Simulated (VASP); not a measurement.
# CsI (Pm-3m) in VASP: a series of runs

CsI is run at these levels: PBEsol; tasks: vibrations by perturbation theory.

All numbers are computed with VASP 6.6.1; they aren't measurements. Logs are shortened: lines on timing, memory, paths and dates and some standing lists are left out, and cuts for length are marked.

## (1) The cell of the first run

The structure is cubic, space group Pm-3m (No. 221). The conventional cell has a = 4.063 Å, b = 4.063 Å, c = 4.063 Å, α = 90.00°, β = 90.00°, γ = 90.00°. Within 4.6 Å of Cs (site symmetry m-3m) lie 8 I at 3.52 Å and 6 Cs at 4.06 Å. I (site symmetry m-3m) has 8 Cs at 3.52 Å and 6 I at 4.06 Å within 4.6 Å.

## (2) Vibrations by perturbation theory, PBEsol

INCAR reads:

```
SYSTEM = CsI
  PREC = Accurate
  ENCUT = 500
  EDIFF = 1E-8
  ISMEAR = 0
  SIGMA = 0.01
  LREAL = .False.
  LASPH = .True.
  NELM = 120
  ALGO = Normal
  ISIF = 2
  LWAVE = .False.
  LCHARG = .False.
  GGA = PS
  NBANDS = 15
  IBRION = 8
  NSW = 1
  LEPSILON = .True.
  GGA_COMPAT = .False.
```

KPOINTS reads:

```
regular mesh
0
Gamma
  6 6 6
  0 0 0
```

POSCAR reads:

```
CsI
1.0
    4.0625288540      0.0000000000      0.0000000000
    0.0000000000      4.0625288540      0.0000000000
    0.0000000000      0.0000000000      4.0625288540
Cs I
1 1
Direct
    0.0000000000      0.0000000000      0.0000000000
    0.5000000000      0.5000000000      0.5000000000
```

Potentials or basis: VASP PAW PBE potentials, release 64 (Cs_sv, I).

Command:

```console
> cat potpaw_PBE.64/Cs_sv/POTCAR potpaw_PBE.64/I/POTCAR > POTCAR
> mpirun -np 1 vasp_std > vasp.out
```

OUTCAR:

```text
SYSTEM = CsI
   PREC = Accurate
   ENCUT = 500
   EDIFF = 1E-8
   ISMEAR = 0
   LREAL = .False.
   LASPH = .True.
   NELM = 120
   ISIF = 2
   GGA = PS
   IBRION = 8
   NSW = 1
   LEPSILON = .True.

 ion  position               nearest neighbor table
   1  0.000  0.000  0.000-
   2  0.500  0.500  0.500-

  LATTYP: Found a simple cubic cell.
 ALAT       =     4.0625288540

  Lattice vectors:

 A1 = (   4.0625288540,   0.0000000000,   0.0000000000)
 A2 = (   0.0000000000,   4.0625288540,   0.0000000000)
 A3 = (   0.0000000000,   0.0000000000,   4.0625288540)

Analysis of symmetry for initial positions (statically):
=====================================================================
 Subroutine PRICEL returns:
 Original cell was already a primitive cell.

 Routine SETGRP: Setting up the symmetry group for a
 simple cubic supercell.

 Subroutine GETGRP returns: Found 48 space group operations
 (whereof 48 operations were pure point group operations)
 out of a pool of 48 trial point group operations.

The static configuration has the point symmetry O_h .

Analysis of symmetry for dynamics (positions and initial velocities):
=====================================================================
 Subroutine PRICEL returns:
 Original cell was already a primitive cell.

 Routine SETGRP: Setting up the symmetry group for a
 simple cubic supercell.

 Subroutine GETGRP returns: Found 48 space group operations
 (whereof 48 operations were pure point group operations)
 out of a pool of 48 trial point group operations.

The dynamic configuration has the point symmetry O_h .

 Subroutine INISYM returns: Found 48 space group operations
 (whereof 48 operations are pure point group operations),
 and found     1 'primitive' translations

----------------------------------------------------------------------------------------

                                     Primitive cell

  volume of cell :      67.0485

  direct lattice vectors                    reciprocal lattice vectors
     4.062528854  0.000000000  0.000000000     0.246152098  0.000000000  0.000000000
     0.000000000  4.062528854  0.000000000     0.000000000  0.246152098  0.000000000
     0.000000000  0.000000000  4.062528854     0.000000000  0.000000000  0.246152098

  length of vectors
     4.062528854  4.062528854  4.062528854     0.246152098  0.246152098  0.246152098

  position of ions in fractional coordinates (direct lattice)
     0.000000000  0.000000000  0.000000000
     0.500000000  0.500000000  0.500000000

  ion indices of the primitive-cell ions
   primitive index   ion index
                 1           1
                 2           2

----------------------------------------------------------------------------------------

 KPOINTS: regular mesh

Automatic generation of k-mesh.
 Grid dimensions read from file:
 generate k-points for:    6    6    6

 Generating k-lattice:

  Cartesian coordinates                     Fractional coordinates (reciprocal lattice)
     0.041025350  0.000000000  0.000000000     0.166666667  0.000000000  0.000000000
     0.000000000  0.041025350  0.000000000     0.000000000  0.166666667  0.000000000
[... 502 lines left out ...]
  ---------------------------------------------------
  free energy    TOTEN  =        -0.73642542 eV

  energy without entropy =       -0.73642542

------------------------ aborting loop because EDIFF is reached ----------------------------------------

--------------------------------------- Ionic step        2  -------------------------------------------

------------------------ aborting loop because EDIFF is reached ----------------------------------------

--------------------------------------- Ionic step        3  -------------------------------------------

------------------------ aborting loop because EDIFF is reached ----------------------------------------

 PIEZOELECTRIC TENSOR FIELD DIRECTION 3  (e Angst)
 -----------------------------------------------------------------------------
    -0.00037  0.00000 -0.00000           (  0.00001  0.00000  0.00000)
     0.00000 -0.00037  0.00000           (  0.00000  0.00001  0.00000)
     0.00000  0.00000 -0.00418           (  0.00000  0.00000  0.00005)

 PIEZOELECTRIC TENSOR FIELD DIRECTION 3  (C/m^2)
 -----------------------------------------------------------------------------
    -0.00009  0.00000 -0.00000
     0.00000 -0.00009  0.00000
     0.00000  0.00000 -0.00100

--------------------------------------- Ionic step        4  -------------------------------------------

------------------------ aborting loop because EDIFF is reached ----------------------------------------

[... ionic steps 5 to 6 ...]

--------------------------------------- Ionic step        7  -------------------------------------------

 Free energy of the ion-electron system (eV)
  ---------------------------------------------------
  ---------------------------------------------------
  free energy    TOTEN  =        -0.08400284 eV

  energy without entropy =       -0.08400284

------------------------ aborting loop because EDIFF is reached ----------------------------------------

 INTERNAL STRAIN TENSOR  FOR ION    2  DIRECTION 1   (eV/Angst):
 -----------------------------------------------------------------------------
     0.01920  0.00000 -0.00000
    -0.00000  0.00409  0.00000
     0.00000  0.00000  0.00409

 MACROSCOPIC STATIC DIELECTRIC TENSOR (including local field effects in DFT)
 ------------------------------------------------------
           4.617606     0.000000     0.000000
           0.000000     4.617606     0.000000
           0.000000     0.000000     4.617606
 ------------------------------------------------------

 PIEZOELECTRIC TENSOR (including local field effects)  for field in x, y, z        (e  Angst)
          XX          YY          ZZ          XY          YZ          ZX
  --------------------------------------------------------------------------------
  x     0.00000     0.00000     0.00000     0.00000     0.00000     0.00000
  y     0.00000     0.00000     0.00000     0.00000     0.00000     0.00000
  z     0.00000     0.00000     0.00000     0.00000     0.00000     0.00000

 PIEZOELECTRIC TENSOR (including local field effects)  for field in x, y, z        (C/m^2)
          XX          YY          ZZ          XY          YZ          ZX
  --------------------------------------------------------------------------------
  x     0.00000     0.00000     0.00000     0.00000     0.00000     0.00000
  y     0.00000     0.00000     0.00000     0.00000     0.00000     0.00000
  z     0.00000     0.00000     0.00000     0.00000     0.00000     0.00000

 BORN EFFECTIVE CHARGES (including local field effects) (in |e|, cummulative output)
 ---------------------------------------------------------------------------------
 ion    1
    1     1.33672    -0.00000     0.00000
    2    -0.00000     1.33672    -0.00000
    3     0.00000    -0.00000     1.33672
 ion    2
    1    -1.33672     0.00000    -0.00000
    2     0.00000    -1.33672     0.00000
    3     0.00000     0.00000    -1.33672

 INTERNAL STRAIN TENSOR FOR ION    2 for displacements in x,y,z  (eV/Angst):
          X           Y           Z          XY          YZ          ZX
  --------------------------------------------------------------------------------
  x     0.00000     0.00000     0.00000     0.00000     0.00000     0.00000
  y     0.00000     0.00000     0.00000     0.00000     0.00000     0.00000
  z     0.00000     0.00000     0.00000     0.00000     0.00000     0.00000

 SECOND DERIVATIVES (NOT SYMMETRIZED)
 ------------------------------------
               1X          1Y          1Z          2X          2Y          2Z
  1X    -3.433162   -0.000000    0.000000    3.433162    0.000000   -0.000000
  1Y     0.000000   -3.433162   -0.000000   -0.000000    3.433162    0.000000
  1Z     0.000000    0.000000   -3.433162   -0.000000   -0.000000    3.433162
  2X     3.420090    0.000000    0.000000   -3.420090   -0.000000   -0.000000
  2Y     0.000000    3.420090    0.000000   -0.000000   -3.420090   -0.000000
  2Z     0.000000    0.000000    3.420090   -0.000000   -0.000000   -3.420090

 Eigenvectors and eigenvalues of the dynamical matrix
 ----------------------------------------------------

   1 f  =    3.591679 THz    22.567184 2PiTHz  119.805509 cm-1    14.853983 meV
             X         Y         Z           dx          dy          dz
      0.000000  0.000000  0.000000    -0.000000    0.699581   -0.000000
      2.031264  2.031264  2.031264    -0.000000   -0.714553    0.000000
[... 21 lines left out ...]
   6 f/i=    0.003425 THz     0.021518 2PiTHz    0.114238 cm-1     0.014164 meV
             X         Y         Z           dx          dy          dz
      0.000000  0.000000  0.000000    -0.000000   -0.000000   -0.714553
      2.031264  2.031264  2.031264     0.000000    0.000000   -0.699581

--------------------------------------------------------------------------------------------------------

 MACROSCOPIC STATIC DIELECTRIC TENSOR IONIC CONTRIBUTION
 ------------------------------------------------------
           1.407317    -0.000000     0.000000
          -0.000000     1.407317    -0.000000
           0.000000    -0.000000     1.407317
 ------------------------------------------------------

 ELASTIC MODULI CONTR FROM IONIC RELAXATION (kBar)
 Direction    XX          YY          ZZ          XY          YZ          ZX
 --------------------------------------------------------------------------------
 XX           0.0000      0.0000      0.0000      0.0000      0.0000      0.0000
 YY           0.0000      0.0000      0.0000      0.0000      0.0000      0.0000
 ZZ           0.0000      0.0000      0.0000      0.0000      0.0000      0.0000
 XY           0.0000      0.0000      0.0000      0.0000      0.0000      0.0000
 YZ           0.0000      0.0000      0.0000      0.0000      0.0000      0.0000
 ZX           0.0000      0.0000      0.0000      0.0000      0.0000      0.0000
 --------------------------------------------------------------------------------

 PIEZOELECTRIC TENSOR IONIC CONTR  for field in x, y, z        (C/m^2)
          XX          YY          ZZ          XY          YZ          ZX
  --------------------------------------------------------------------------------
  x     0.00000     0.00000     0.00000     0.00000     0.00000     0.00000
  y     0.00000     0.00000     0.00000     0.00000     0.00000     0.00000
  z     0.00000     0.00000     0.00000     0.00000     0.00000     0.00000
```

Run time: 4.3 min. Hardware: 1 thread of AMD EPYC 7R13 (Zen 3), shared host; peak memory 0.23 GiB.

Results:

| Quantity | Value |
| --- | --- |
| Electronic dielectric tensor (diagonal) | 4.62 |
| Born charges (mean of the diagonal) | Cs +1.34; I -1.34 e |
| Highest phonon frequency at Γ, LO-TO splitting left out | 120 cm⁻¹ |

Phonon frequencies in cm⁻¹ (negative: imaginary):
```csv
q point,frequencies
"(0.000, 0.000, 0.000)",0 0 0 120 120 120
```

Electronic dielectric tensor:
```
4.62 0.00 0.00
0.00 4.62 0.00
0.00 0.00 4.62
```

Born effective charge tensors (e):
atom 1, Cs
```
1.34 0.00 0.00
0.00 1.34 0.00
0.00 0.00 1.34
```
atom 2, I
```
-1.34  0.00  0.00
 0.00 -1.34  0.00
 0.00  0.00 -1.34
```

Caveat: the cell stands under pressure or tension, which shifts response properties; the PAW data sets were made with another functional, which shifts forces and pressure a little; spin-orbit coupling is left out, which moves the levels of the heavy elements.

## (3) Vibrations by perturbation theory, PBEsol

This run uses another cell than the first one, of 35.80 Å³/atom.

INCAR reads:

```
SYSTEM = CsI
PREC = Accurate
ENCUT = 500
EDIFF = 1E-8
ISMEAR = 0
SIGMA = 0.01
LREAL = .False.
LASPH = .True.
NELM = 120
ALGO = Normal
ISIF = 2
LWAVE = .False.
LCHARG = .False.
GGA = PS
IBRION = 8
NSW = 1
LEPSILON = .True.
GGA_COMPAT = .False.
```

KPOINTS reads:

```
Automatic mesh
0
Gamma
  6 6 6
  0 0 0
```

POSCAR reads:

```
CsI
1.0
    4.1524447830      0.0000000000      0.0000000000
    0.0000000000      4.1524447830      0.0000000000
    0.0000000000      0.0000000000      4.1524447830
Cs I
1 1
Direct
    0.0000000000      0.0000000000      0.0000000000
    0.5000000000      0.5000000000      0.5000000000
```

Potentials or basis: VASP PAW PBE potentials, release 64 (Cs_sv, I).

Command:

```console
> cat potpaw_PBE.64/Cs_sv/POTCAR potpaw_PBE.64/I/POTCAR > POTCAR
> mpirun -np 1 vasp_std > vasp.out
```

OUTCAR:

```text
SYSTEM = CsI
   PREC = Accurate
   ENCUT = 500
   EDIFF = 1E-8
   ISMEAR = 0
   LREAL = .False.
   LASPH = .True.
   NELM = 120
   ISIF = 2
   GGA = PS
   IBRION = 8
   NSW = 1
   LEPSILON = .True.

 ion  position               nearest neighbor table
   1  0.000  0.000  0.000-
   2  0.500  0.500  0.500-

  LATTYP: Found a simple cubic cell.
 ALAT       =     4.1524447830
[... 620 lines left out ...]
      0.000000  0.000000  0.000000    -0.000000    0.698424   -0.000000
      2.076222  2.076222  2.076222     0.000000   -0.715685   -0.000000
[... 21 lines left out ...]
   6 f/i=    0.002105 THz     0.013224 2PiTHz    0.070203 cm-1     0.008704 meV
             X         Y         Z           dx          dy          dz
      0.000000  0.000000  0.000000    -0.041858   -0.633785   -0.329801
      2.076222  2.076222  2.076222    -0.040848   -0.618500   -0.321846

--------------------------------------------------------------------------------------------------------

 MACROSCOPIC STATIC DIELECTRIC TENSOR IONIC CONTRIBUTION
 ------------------------------------------------------
           1.671367     0.000000    -0.000000
           0.000000     1.671367     0.000000
          -0.000000     0.000000     1.671367
 ------------------------------------------------------

 ELASTIC MODULI CONTR FROM IONIC RELAXATION (kBar)
 Direction    XX          YY          ZZ          XY          YZ          ZX
 --------------------------------------------------------------------------------
 XX           0.0000      0.0000      0.0000      0.0000      0.0000      0.0000
 YY           0.0000      0.0000      0.0000      0.0000      0.0000      0.0000
 ZZ           0.0000      0.0000      0.0000      0.0000      0.0000      0.0000
 XY           0.0000      0.0000      0.0000      0.0000      0.0000      0.0000
 YZ           0.0000      0.0000      0.0000      0.0000      0.0000      0.0000
 ZX           0.0000      0.0000      0.0000      0.0000      0.0000      0.0000
 --------------------------------------------------------------------------------

 PIEZOELECTRIC TENSOR IONIC CONTR  for field in x, y, z        (C/m^2)
          XX          YY          ZZ          XY          YZ          ZX
  --------------------------------------------------------------------------------
  x     0.00000     0.00000     0.00000     0.00000     0.00000     0.00000
  y     0.00000     0.00000     0.00000     0.00000     0.00000     0.00000
  z     0.00000     0.00000     0.00000     0.00000     0.00000     0.00000
```

OSZICAR:

```text
N       E                     dE             d eps       ncg     rms          rms(c)
DAV:   1     0.920001548439E+02    0.92000E+02   -0.65396E+03   480   0.110E+03
DAV:   2     0.497980040880E+00   -0.91502E+02   -0.86490E+02   700   0.171E+02
DAV:   3    -0.551586787332E+01   -0.60138E+01   -0.59848E+01   616   0.512E+01
DAV:   4    -0.558494242459E+01   -0.69075E-01   -0.69058E-01   540   0.674E+00
[... 161 lines left out ...]
RMM:   8    -0.845787780004E-01    0.30664E-05   -0.19979E-09  1706   0.200E-04    0.533E-05
RMM:   9    -0.845777271196E-01    0.10509E-05   -0.49564E-08  1676   0.123E-04    0.525E-05
RMM:  10    -0.845779829382E-01   -0.25582E-06   -0.12138E-07  1690   0.313E-05    0.255E-05
RMM:  11    -0.845780669821E-01   -0.84044E-07    0.81191E-08  1712   0.143E-05    0.267E-06
RMM:  12    -0.845780759750E-01   -0.89929E-08    0.42685E-08  1538   0.538E-06    0.176E-06
 Linear response finished
```

stdout:

```text
POSCAR found type information on POSCAR CsI
 POSCAR found :  2 types and       2 ions
 scaLAPACK will be used
 -----------------------------------------------------------------------------
|                                                                             |
|                                                                             |
[... 39 lines left out ...]
 first order change of Fermi-energy   0.58551E-03
 force on displaced ion       1 direction 1 :  -2.656   0.000   0.000
 Born effective charge ion    1 direction 1 :   1.321   0.000   0.000
 Linear response progress:
 first order change of Fermi-energy   0.15582E-03
 force on displaced ion       2 direction 1 :  -2.663   0.000  -0.000
 Born effective charge ion    2 direction 1 :  -1.331   0.000   0.000
 Born effective charges drift removed
 Linear response finished
```

Wall time 3.4 min (1 thread of AMD EPYC 7R13 (Zen 3), shared host); peak memory 0.22 GiB.

What came out:

| Property | Result |
| --- | --- |
| Electronic dielectric tensor (diagonal) | 4.32 |
| Born charges (mean of the diagonal) | Cs +1.33; I -1.33 e |
| Highest phonon frequency at Γ, LO-TO splitting left out | 106 cm⁻¹ |

Phonon frequencies in cm⁻¹ (negative: imaginary):
```csv
q point,frequencies
"(0.000, 0.000, 0.000)",0 0 0 106 106 106
```

Electronic dielectric tensor:
```
4.32 0.00 0.00
0.00 4.32 0.00
0.00 0.00 4.32
```

Born effective charge tensors (e):
atom 1, Cs
```
1.33 0.00 0.00
0.00 1.33 0.00
0.00 0.00 1.33
```
atom 2, I
```
-1.33  0.00  0.00
 0.00 -1.33  0.00
 0.00  0.00 -1.33
```

Caveat: the cell stands under pressure or tension, which shifts response properties; the PAW data sets were made with another functional, which shifts forces and pressure a little; spin-orbit coupling is left out, which moves the levels of the heavy elements.

(Continued in part 2 of 2.)
